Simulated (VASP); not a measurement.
# SiC (P1) in VASP: single point with PBE

Aim: the single point of SiC with PBE.

Everything below comes from runs of VASP 6.6.1. Logs are shortened: lines on timing, memory, paths and dates and some standing lists are left out, and cuts for length are marked.

### Step 1. The cell of the first run

The typed cell holds 16 atoms: a = 6.194 Å, b = 6.194 Å, c = 6.194 Å, α = 60.00°, β = 60.00°, γ = 60.00°.

### Step 2. Single point, PBE (atom 10 moved 0.45 Å)

File INCAR:

```
SYSTEM = SiC
  ALGO = Normal
  EDIFF = 1E-6
  ENCUT = 520
  GGA = PE
  ISIF = 2
  ISMEAR = 0
  LASPH = .TRUE.
  LCHARG = .FALSE.
  LREAL = Auto
  LWAVE = .FALSE.
  NBANDS = 46
  NELM = 100
  PREC = Accurate
  SIGMA = 0.05
```

File KPOINTS:

```
k-points
0
G
  6 6 6
  0 0 0
```

File POSCAR:

```
SiC
1.0
   -4.3797281900      4.3797281900      0.0000000000
   -4.3797281900      0.0000000000      4.3797281900
    0.0000000000      4.3797281900      4.3797281900
Si C
8 8
Direct
    0.5003904211      0.5049447101     -0.0037636837
    0.0003904211      0.5049447101     -0.0037636837
    0.5003904211      0.0049447101     -0.0037636837
    0.5003904211      0.5049447101      0.4962363163
    0.0003904211      0.0049447101     -0.0037636837
    0.0003904211      0.5049447101      0.4962363163
    0.5003904211      0.0049447101      0.4962363163
    0.0003904211      0.0049447101      0.4962363163
    0.6253904211      0.6299447101      0.1212363163
    0.1191436828      0.5508293478      0.1814552554
    0.6253904211      0.1299447101      0.1212363163
    0.6253904211      0.6299447101      0.6212363163
    0.1253904211      0.1299447101      0.1212363163
    0.1253904211      0.6299447101      0.6212363163
    0.6253904211      0.1299447101      0.6212363163
    0.1253904211      0.1299447101      0.6212363163
```

Potentials or basis: VASP PAW PBE potentials, release 64 (Si, C).

Started as:

```
cat potpaw_PBE.64/Si/POTCAR potpaw_PBE.64/C/POTCAR > POTCAR
mpirun -np 1 vasp_std > vasp.out
```

OUTCAR:

```text
SYSTEM = SiC
   EDIFF = 1E-6
   ENCUT = 520
   GGA = PE
   ISIF = 2
   ISMEAR = 0
   LASPH = .TRUE.
   LREAL = Auto
   NELM = 100
   PREC = Accurate

 ion  position               nearest neighbor table
   1  0.500  0.505  0.996-   9 1.90  11 1.90  12 1.90  10 1.98   3 3.10   4 3.10   2 3.10   4 3.10
                             6 3.10   7 3.10   3 3.10   5 3.10   7 3.10   2 3.10   5 3.10   6 3.10
   2  0.000  0.505  0.996-  10 1.82   9 1.90  13 1.90  14 1.90   5 3.10   6 3.10   1 3.10   4 3.10
                             6 3.10   8 3.10   3 3.10   5 3.10   8 3.10   1 3.10   3 3.10   4 3.10
   3  0.500  0.005  0.996-   9 1.90  11 1.90  13 1.90  15 1.90   5 3.10   7 3.10   1 3.10   4 3.10
                             7 3.10   8 3.10   1 3.10   2 3.10   4 3.10   2 3.10   5 3.10   8 3.10
   4  0.500  0.505  0.496-   9 1.90  12 1.90  14 1.90  15 1.90   6 3.10   7 3.10   1 3.10   1 3.10
                             2 3.10   3 3.10   3 3.10   7 3.10   8 3.10   2 3.10   6 3.10   8 3.10
   5  0.000  0.005  0.996-  11 1.90  13 1.90  16 1.90  10 2.31   3 3.10   8 3.10   2 3.10   6 3.10
                             7 3.10   8 3.10   1 3.10   2 3.10   6 3.10   1 3.10   3 3.10   7 3.10
   6  0.000  0.505  0.496-  10 1.63  12 1.90  14 1.90  16 1.90   4 3.10   8 3.10   2 3.10   1 3.10
                             2 3.10   5 3.10   5 3.10   7 3.10   8 3.10   1 3.10   4 3.10   7 3.10
   7  0.500  0.005  0.496-  11 1.90  12 1.90  15 1.90  16 1.90   4 3.10   8 3.10   3 3.10   1 3.10
                             3 3.10   5 3.10   1 3.10   4 3.10   6 3.10   5 3.10   6 3.10   8 3.10
   8  0.000  0.005  0.496-  13 1.90  14 1.90  15 1.90  16 1.90   6 3.10   7 3.10   5 3.10   2 3.10
                             3 3.10   5 3.10   2 3.10   4 3.10   6 3.10   3 3.10   4 3.10   7 3.10
   9  0.625  0.630  0.121-   1 1.90   2 1.90   3 1.90   4 1.90
  10  0.119  0.551  0.181-   6 1.63   2 1.82   1 1.98   5 2.31
  11  0.625  0.130  0.121-   1 1.90   3 1.90   5 1.90   7 1.90
  12  0.625  0.630  0.621-   1 1.90   4 1.90   6 1.90   7 1.90
  13  0.125  0.130  0.121-   2 1.90   3 1.90   5 1.90   8 1.90
  14  0.125  0.630  0.621-   2 1.90   4 1.90   6 1.90   8 1.90
  15  0.625  0.130  0.621-   3 1.90   4 1.90   7 1.90   8 1.90
  16  0.125  0.130  0.621-   5 1.90   6 1.90   7 1.90   8 1.90

  LATTYP: Found a face centered cubic cell.
 ALAT       =     8.7594563800

  Lattice vectors:

 A1 = (  -4.3797281900,   4.3797281900,   0.0000000000)
 A2 = (  -4.3797281900,   0.0000000000,   4.3797281900)
 A3 = (   0.0000000000,   4.3797281900,   4.3797281900)

Analysis of symmetry for initial positions (statically):
=====================================================================
 Subroutine PRICEL returns:
 Original cell was already a primitive cell.

 Routine SETGRP: Setting up the symmetry group for a
 face centered cubic supercell.

 Subroutine GETGRP returns: Found  1 space group operations
 (whereof  1 operations were pure point group operations)
 out of a pool of 48 trial point group operations.

The static configuration has the point symmetry C_1 .

Analysis of symmetry for dynamics (positions and initial velocities):
=====================================================================
 Subroutine PRICEL returns:
 Original cell was already a primitive cell.

 Routine SETGRP: Setting up the symmetry group for a
 face centered cubic supercell.

 Subroutine GETGRP returns: Found  1 space group operations
 (whereof  1 operations were pure point group operations)
 out of a pool of 48 trial point group operations.

The dynamic configuration has the point symmetry C_1 .

 Subroutine INISYM returns: Found  1 space group operations
 (whereof  1 operations are pure point group operations),
 and found     1 'primitive' translations

----------------------------------------------------------------------------------------

                                     Primitive cell

  volume of cell :     168.0241

  direct lattice vectors                    reciprocal lattice vectors
    -4.379728190  4.379728190  0.000000000    -0.114162336  0.114162336 -0.114162336
    -4.379728190  0.000000000  4.379728190    -0.114162336 -0.114162336  0.114162336
     0.000000000  4.379728190  4.379728190     0.114162336  0.114162336  0.114162336

  length of vectors
     6.193871006  6.193871006  6.193871006     0.197734966  0.197734966  0.197734966

  position of ions in fractional coordinates (direct lattice)
     0.500390421  0.504944710  0.996236316
     0.000390421  0.504944710  0.996236316
     0.500390421  0.004944710  0.996236316
     0.500390421  0.504944710  0.496236316
     0.000390421  0.004944710  0.996236316
     0.000390421  0.504944710  0.496236316
[... 8 lines left out ...]
     0.625390421  0.129944710  0.621236316
     0.125390421  0.129944710  0.621236316

  ion indices of the primitive-cell ions
   primitive index   ion index
                 1           1
[... 30 lines left out ...]

  Length of vectors
     0.032955828  0.032955828  0.032955828

  Shift w.r.t. Gamma in fractional coordinates (k-lattice)
     0.000000000  0.000000000  0.000000000

 Subroutine IBZKPT returns following result:
 ===========================================

 Found    112 irreducible k-points:

 Following reciprocal coordinates:
            Coordinates               Weight
  0.000000  0.000000  0.000000      1.000000
  0.166667  0.000000  0.000000      2.000000
  0.000000  0.166667  0.000000      2.000000
  0.000000  0.000000  0.166667      2.000000
  0.166667  0.166667  0.166667      2.000000
  0.333333  0.000000  0.000000      2.000000
[... 16 lines left out ...]
  0.166667 -0.166667 -0.166667      2.000000
  0.333333  0.333333  0.166667      2.000000
 [... further k-points ...]
   k-points           NKPTS =    112   k-points in BZ     NKDIM =    112   number of bands    NBANDS=     46
   number of dos      NEDOS =    301   number of ions     NIONS =     16
   total plane-waves  NPLWV = 110592
   dimension x,y,z NGX =    48 NGY =   48 NGZ =   48
   dimension x,y,z NGXF=    96 NGYF=   96 NGZF=   96
   ions per type =               8   8
   NGX,Y,Z   is equivalent  to a cutoff of  12.88, 12.88, 12.88 a.u.
   NGXF,Y,Z  is equivalent  to a cutoff of  25.77, 25.77, 25.77 a.u.
 SYSTEM =  SiC
   PREC   = accura    normal or accurate (medium, high low for compatibility)
   ISTART =      0    job   : 0-new  1-cont  2-samecut
   ICHARG =      2    charge: 1-file 2-atom 10-const
   ISPIN  =      1    spin polarized calculation?
   LNONCOLLINEAR =      F non collinear calculations
   LSORBIT =      F    spin-orbit coupling
   LASPH  =      T    aspherical Exc in radial PAW
   ENCUT  =  520.0 eV  38.22 Ry    6.18 a.u.  11.52 11.52 11.52*2*pi/ulx,y,z
   NELM   =    100;   NELMIN=  2; NELMDL= -5     # of ELM steps
   EDIFF  = 0.1E-05   stopping-criterion for ELM
   LREAL  =      T    real-space projection
   EDIFFG = 0.1E-04   stopping-criterion for IOM
   NSW    =      0    number of steps for IOM
   IBRION =     -1    ionic relax: 0-MD 1-quasi-New 2-CG
   NFREE  =      0    steps in history (QN), initial steepest desc. (CG)
   ISIF   =      2    stress and relaxation
   ISYM   =      2    0-nonsym 1-usesym 2-fastsym
   POTIM  = 0.5000    time-step for ionic-motion
   TEBEG  =    0.0;   TEEND  =   0.0 temperature during run
   PSTRESS=    0.0 pullay stress
   NELECT =      64.0000    total number of electrons
   NUPDOWN=      -1.0000    fix difference up-down
   EMIN   =  10.00;   EMAX   =-10.00  energy-range for DOS
   EFERMI =   0.00;   METHOD = LEGACY
   ISMEAR =     0;   SIGMA  =   0.05  broadening in eV -4-tet -1-fermi 0-gaus
   EFERMI_NEDOS =   21; number of points for ismear=-14 and -15
   IALGO  =     38    algorithm
   IMIX   =      4    mixing-type and parameters
     AMIX     =   0.40;   BMIX     =  1.00
     AMIX_MAG =   1.60;   BMIX_MAG =  1.00
  volume/ion in A,a.u.               =      10.50        70.87
  Fermi-wavevector in a.u.,A,eV,Ry     =   1.186709  2.242555 19.160797  1.408279
  Thomas-Fermi vector in A             =   2.322876
   LORBIT       =      0    0 simple, 1 ext, 2 COOP (PROOUT), +10 PAW based schemes
   GGA     = PE    functional components
   LHFCALC =     F    Hartree Fock is set to
   AEXX    =    0.0000 exact exchange contribution
   IVDW    =     0    specifies the selected vdW correction
   LEPSILON=     F    determine dielectric tensor
   LRPA    =     F    only Hartree local field effects (RPA)
 non-spin polarized calculation
 Gauss-broadening in eV      SIGMA  =   0.05
  energy-cutoff  :      520.00
  volume of cell :      168.02
 maximum number of plane-waves:      4573
 NGX is ok and might be reduce to    48
   NGX = 23   NGY = 23   NGZ = 23

 number of electron      63.9999999 magnetization

 Free energy of the ion-electron system (eV)
  ---------------------------------------------------
  ext. energy  EPLUGINS =         0.00000000
  ---------------------------------------------------
  free energy    TOTEN  =      -118.53259874 eV

  energy without entropy =     -118.53259874  energy(sigma->0) =     -118.53259874

 E-fermi :   8.6133     XC(G=0): -11.2948

 val. band max:        8.3454403717   @ k =   0.0000   0.0000   0.0000
 cond. band min:       9.2598757439   @ k =   0.0000   0.0000   0.0000
 fundamental gap:      0.9144353721
 Fermi energy:         8.6133374841

 k-point     1 :       0.0000    0.0000    0.0000
  band No.  band energies     occupation
      1      -7.3769      2.00000
      2      -3.9914      2.00000
      3      -3.8604      2.00000
      4      -3.8473      2.00000
      5      -3.7860      2.00000
      6      -2.5360      2.00000
[... 1117 lines left out ...]
     43      14.3480      0.00000
     44      14.6153      0.00000

 [... further k-points ...]

 [bands above 44 left out]

------------------------ aborting loop because EDIFF is reached ----------------------------------------

  FORCE on cell =-STRESS in cart. coord.  units (eV):
  Direction    XX          YY          ZZ          XY          YZ          ZX
  --------------------------------------------------------------------------------------
  -------------------------------------------------------------------------------------
  Total        0.5351053      3.0619512      5.5395371      2.0992550      3.2924325      1.7799256
  in kB        5.1024458     29.1969421     52.8217259     20.0172453     31.3946748     16.9723103
  external PRESSURE =      29.0403713 kB  Pullay stress =       0.0000000 kB

 VOLUME and BASIS-vectors are now :
 -----------------------------------------------------------------------------
  energy-cutoff  :      520.00
  volume of cell :      168.02
      direct lattice vectors                 reciprocal lattice vectors
    -4.379728190  4.379728190  0.000000000    -0.114162336  0.114162336 -0.114162336
    -4.379728190  0.000000000  4.379728190    -0.114162336 -0.114162336  0.114162336
     0.000000000  4.379728190  4.379728190     0.114162336  0.114162336  0.114162336

 POSITION                                       TOTAL-FORCE (eV/Angst)
 -----------------------------------------------------------------------------------
     -4.40309      6.55482      6.57476         1.076477      0.281497      0.133699
     -2.21323      4.36495      6.57476         1.054199     -0.037633     -0.444220
     -2.21323      6.55482      4.38490        -0.016515     -0.027048      0.051799
     -4.40309      4.36495      4.38490        -0.014258      0.051717     -0.071835
     -0.02337      4.36495      4.38490         0.725822      0.474685     -0.171228
     -2.21323      2.17509      4.38490         3.202800      3.356929      3.979710
[... 8 lines left out ...]
     -3.30816      5.45989      3.28997         0.002622      0.005521     -0.006026
     -1.11830      3.27002      3.28997         0.880351      0.965847      0.029096
 -----------------------------------------------------------------------------------
    total drift:                               -0.030340     -0.020764      0.002394

  FREE ENERGIE OF THE ION-ELECTRON SYSTEM (eV)
  ---------------------------------------------------
  free  energy   TOTEN  =      -118.5325987412 eV

  energy  without entropy=     -118.5325987412  energy(sigma->0) =     -118.53259874
```

It took 8.8 min on 1 thread of Intel Xeon 6975P-C (Granite Rapids), shared host; peak memory 0.65 GiB.

What came out:

- Free energy: -118.5326 eV
- Pressure: 2.9 GPa
- Largest force: 9.499 eV/Å
- Band gap on the k mesh: 0.91 eV

Forces on the atoms (eV/Å):
```
Si   1.076  0.281  0.134
Si   1.054 -0.038 -0.444
Si  -0.017 -0.027  0.052
Si  -0.014  0.052 -0.072
Si   0.726  0.475 -0.171
Si   3.203  3.357  3.980
Si  -0.020 -0.064  0.046
Si  -0.099 -0.057  0.072
C    0.081 -0.301  0.067
C   -7.417 -4.981 -3.227
C   -0.162  0.385 -0.474
C    0.346 -0.132  0.494
C    0.559 -0.102 -0.730
C   -0.200  0.181  0.251
C    0.003  0.006 -0.006
C    0.880  0.966  0.029
```

Stress tensor (GPa, compression positive):
```
0.51 2.00 1.70
2.00 2.92 3.14
1.70 3.14 5.28
```

Caveat: the cell differs from its parent crystal (atom 10 moved 0.45 Å); forces of over 1 eV/Å act on the atoms, so gaps and moduli don't describe the material at rest.
